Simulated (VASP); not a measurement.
# Hg (I4_1/amd) in VASP: a series of runs, part 2 of 2

VASP 6.6.1. The steps go on from the part before.

## 3. Single point, PBE

This run uses another cell than the first one, of 27.00 Å³/atom.

Contents of INCAR:

```
SYSTEM = Hg
ALGO = Fast
EDIFF = 1E-6
ENCUT = 520
GGA = PE
ISIF = 2
ISMEAR = 0
LASPH = .TRUE.
LCHARG = .FALSE.
LREAL = .FALSE.
LWAVE = .FALSE.
NBANDS = 19
NELM = 100
PREC = Accurate
SIGMA = 0.05
```

Contents of KPOINTS:

```
k-points
0
G
  12 12 12
  0 0 0
```

Contents of POSCAR:

```
Hg
1.0
   -2.9297541400      2.9297541400      1.5725525500
    2.9297541400     -2.9297541400      1.5725525500
    2.9297541400      2.9297541400     -1.5725525500
Hg
2
Direct
    0.7500000000      0.2500000000      0.5000000000
    0.0000000000      0.0000000000      0.0000000000
```

Potentials or basis: VASP PAW PBE potentials, release 64 (Hg).

The run is started by

```console
> cat potpaw_PBE.64/Hg/POTCAR > POTCAR
> mpirun -np 1 vasp_std > vasp.out
```

OUTCAR:

```text
SYSTEM = Hg
   EDIFF = 1E-6
   ENCUT = 520
   GGA = PE
   ISIF = 2
   ISMEAR = 0
   LASPH = .TRUE.
   LREAL = .FALSE.
   NELM = 100
   PREC = Accurate

 ion  position               nearest neighbor table
   1  0.750  0.250  0.500-   2 3.03   2 3.03   2 3.03   2 3.03   2 3.76   2 3.76   2 3.76   2 3.76

   2  0.000  0.000  0.000-   1 3.03   1 3.03   1 3.03   1 3.03   1 3.76   1 3.76   1 3.76   1 3.76

  LATTYP: Found a body centered tetragonal cell.
 ALAT       =     5.8595082800
 C/A-ratio  =     0.5367523945

  Lattice vectors:

 A1 = (  -2.9297541400,   2.9297541400,   1.5725525500)
 A2 = (   2.9297541400,  -2.9297541400,   1.5725525500)
 A3 = (   2.9297541400,   2.9297541400,  -1.5725525500)

Analysis of symmetry for initial positions (statically):
=====================================================================
 Subroutine PRICEL returns:
 Original cell was already a primitive cell.

 Routine SETGRP: Setting up the symmetry group for a
 body centered tetragonal supercell.

 Subroutine GETGRP returns: Found 16 space group operations
 (whereof  8 operations were pure point group operations)
[... 160 lines left out ...]
 Free energy of the ion-electron system (eV)
  ---------------------------------------------------
  ext. energy  EPLUGINS =         0.00000000
  ---------------------------------------------------
  free energy    TOTEN  =        -0.31422822 eV

  energy without entropy =       -0.31317163  energy(sigma->0) =       -0.31369992

 E-fermi :   1.9222     XC(G=0): -10.0810

 val. band max:        1.9093197596   @ k =   0.3333   0.0000   0.0000
 cond. band min:       1.9269665150   @ k =  -0.3333  -0.4167   0.3333
 fundamental gap:      0.0176467554
 Fermi energy:         1.9222348115

 k-point     1 :       0.0000    0.0000    0.0000
  band No.  band energies     occupation
      1      -6.3718      2.00000
      2      -5.8098      2.00000
      3      -5.6918      2.00000
      4      -5.5343      2.00000
      5      -5.4389      2.00000
      6      -4.4180      2.00000
[... 505 lines left out ...]
      6      -4.7191      2.00000
[... 11 lines left out ...]
     18      12.4141      0.00000
     19      13.4272      0.00000

 [... further k-points ...]
[... 5 lines left out ...]
  --------------------------------------------------------------------------------------
  -------------------------------------------------------------------------------------
  Total        0.5657254      0.5657254      0.4256801      0.0000000      0.0000000      0.0000000
  in kB       16.7876066     16.7876066     12.6318338      0.0000000      0.0000000      0.0000000
  external PRESSURE =      15.4023490 kB  Pullay stress =       0.0000000 kB

 VOLUME and BASIS-vectors are now :
 -----------------------------------------------------------------------------
  energy-cutoff  :      520.00
  volume of cell :       53.99
      direct lattice vectors                 reciprocal lattice vectors
    -2.929754140  2.929754140  1.572552550     0.000000000  0.170662785  0.317954398
     2.929754140 -2.929754140  1.572552550     0.170662785  0.000000000  0.317954398
     2.929754140  2.929754140 -1.572552550     0.170662785  0.170662785  0.000000000

 POSITION                                       TOTAL-FORCE (eV/Angst)
 -----------------------------------------------------------------------------------
      0.00000      2.92975      0.78628        -0.000000      0.000000      0.000000
      0.00000      0.00000      0.00000         0.000000     -0.000000     -0.000000
 -----------------------------------------------------------------------------------
    total drift:                               -0.000000      0.000000     -0.000000

  FREE ENERGIE OF THE ION-ELECTRON SYSTEM (eV)
  ---------------------------------------------------
  free  energy   TOTEN  =        -0.3142282162 eV

  energy  without entropy=       -0.3131716264  energy(sigma->0) =       -0.31369992
```

stdout:

```text
POSCAR found type information on POSCAR Hg
 POSCAR found :  1 types and       2 ions
 scaLAPACK will be used
 LDA part: xc-table for (Slater+PW92), standard interpolation
 POSCAR, INCAR and KPOINTS ok, starting setup
 FFT: planning ... GRIDC
 FFT: planning ... GRID_SOFT
 FFT: planning ... GRID
 WAVECAR not read
 entering main loop
```

Wall time 2.4 min (1 thread of Intel Xeon Platinum 8259CL at 2.50GHz (Skylake/Cascade Lake), shared host); peak memory 0.3 GiB.

Results:

```yaml
Free_energy: -0.3142 eV
Pressure: 1.5 GPa
Band_gap_on_the_k_mesh: zero (bands 12 and 13 overlap by 3.74 eV)
```

Stress tensor (GPa, compression positive):
```
1.68 0.00 0.00
0.00 1.68 0.00
0.00 0.00 1.26
```

Caveat: spin-orbit coupling is left out, which moves the levels of the heavy elements.

## 4. Single point, LDA

This run uses another cell than the first one, of 27.00 Å³/atom.

Contents of INCAR:

```
PREC = Accurate ; ENCUT = 520
EDIFF = 1E-6 ; ISMEAR = 0
SIGMA = 0.05 ; LREAL = False
LASPH = True ; NELM = 100
ALGO = Fast ; ISIF = 2
LWAVE = False ; LCHARG = False
GGA = CA ; NBANDS = 19
```

Contents of KPOINTS:

```
regular mesh
0
Gamma
  12 12 12
```

POSCAR is that of step 3.

Potentials or basis: VASP PAW LDA potentials, release 64 (Hg).

The run is started by

```console
> cat potpaw_LDA.64/Hg/POTCAR > POTCAR
> mpirun -np 1 vasp_std > vasp.out
```

It took 2.5 min on 1 thread of Intel Xeon Platinum 8259CL at 2.50GHz (Skylake/Cascade Lake), shared host; peak memory 0.27 GiB.

It converged, with:

* Free energy: -1.8175 eV
* Pressure: -4.4 GPa
* Band gap on the k mesh: zero (bands 12 and 13 overlap by 3.79 eV)

Stress tensor (GPa, compression positive):
```
-4.24  0.00  0.00
 0.00 -4.24  0.00
 0.00  0.00 -4.73
```

Levels at points of the mesh, in eV from the Fermi level:
| k point | band 10 | band 11 | band 12 | band 13 | band 14 | band 15 |
| --- | --- | --- | --- | --- | --- | --- |
| (0.00, 0.00, 0.00) | -5.82 | -5.41 | 1.16 | 1.84 | 1.84 | 7.68 |
| (0.50, 0.00, 0.00) | -5.66 | -2.24 | -1.69 | 2.26 | 2.35 | 3.22 |
| (0.50, 0.50, 0.00) | -5.99 | -5.26 | -5.26 | 5.52 | 5.52 | 6.04 |
| (0.50, 0.50, 0.50) | -6.18 | -2.64 | -2.64 | -1.60 | -1.60 | 10.29 |

Caveat: the cell stands under tension; spin-orbit coupling is left out, which moves the levels of the heavy elements.

## 5. Single point, PBE

This run uses another cell than the first one, of 27.00 Å³/atom.

Contents of INCAR:

```
SYSTEM = Hg
PREC = Accurate
ENCUT = 520
EDIFF = 1E-7
ISMEAR = 0
SIGMA = 0.05
LREAL = .False.
LASPH = .True.
NELM = 100
ALGO = Fast
ISIF = 2
LWAVE = .False.
LCHARG = .True.
GGA = PE
LELF = .True.
LVHAR = .True.
NELECT = 23.8
NBANDS = 19
```

Contents of KPOINTS:

```
Automatic mesh
0
Gamma
  12 12 12
  0 0 0
```

POSCAR is that of step 4.

Potentials or basis: VASP PAW PBE potentials, release 64 (Hg).

The run is started by

```console
> cat potpaw_PBE.64/Hg/POTCAR > POTCAR
> mpirun -np 1 vasp_std > vasp.out
```

It took 2.9 min on 1 thread of Intel Xeon Platinum 8259CL at 2.50GHz (Skylake/Cascade Lake), shared host; peak memory 0.3 GiB.

Results (log left out):

| Property | Result |
| --- | --- |
| Free energy | -0.6663 eV |

Levels at points of the mesh, in eV from the Fermi level:
| k point | band 10 | band 11 | band 12 | band 13 | band 14 | band 15 |
| --- | --- | --- | --- | --- | --- | --- |
| (0.00, 0.00, 0.00) | -5.53 | -5.12 | 1.52 | 2.30 | 2.30 | 8.13 |
| (0.50, 0.00, 0.00) | -5.35 | -1.86 | -1.26 | 2.66 | 2.81 | 3.67 |
| (0.50, 0.50, 0.00) | -5.69 | -4.88 | -4.88 | 5.95 | 5.95 | 6.47 |
| (0.50, 0.50, 0.50) | -5.88 | -2.28 | -2.28 | -1.12 | -1.12 | 10.74 |

Caveat: the cell carries a net charge on a neutralising background, which shifts energy and pressure; the cell is charged against a uniform background, so pressure and absolute levels hang on convention; spin-orbit coupling is left out, which moves the levels of the heavy elements.

## 6. The runs side by side

| level | potentials or basis | cell | gap on the mesh (eV) | pressure (GPa) |
| --- | --- | --- | --- | --- |
| PBE | VASP PAW PBE potentials, release 64 (Hg) | a = 4.198 Å, angles 97.2, 97.2, 138.4°, 2 atoms | none | 10.4 |
| PBE | VASP PAW PBE potentials, release 64 (Hg) | a = 4.432 Å, angles 97.2, 97.2, 138.4°, 2 atoms | none | 1.5 |
| LDA | VASP PAW LDA potentials, release 64 (Hg) | a = 4.432 Å, angles 97.2, 97.2, 138.4°, 2 atoms | none | -4.4 |

Alike in all rows: task single point; no spin polarisation; k mesh 12 × 12 × 12; cutoff (eV) 520; smearing gaussian 0.05 eV.

Caveats: spin-orbit coupling is left out, which moves the levels of the heavy elements; the cell stands under pressure (at least some runs); the cell stands under tension (at least some runs).

Total energies depend on the potentials used, so only differences within one code and one set of settings carry meaning.
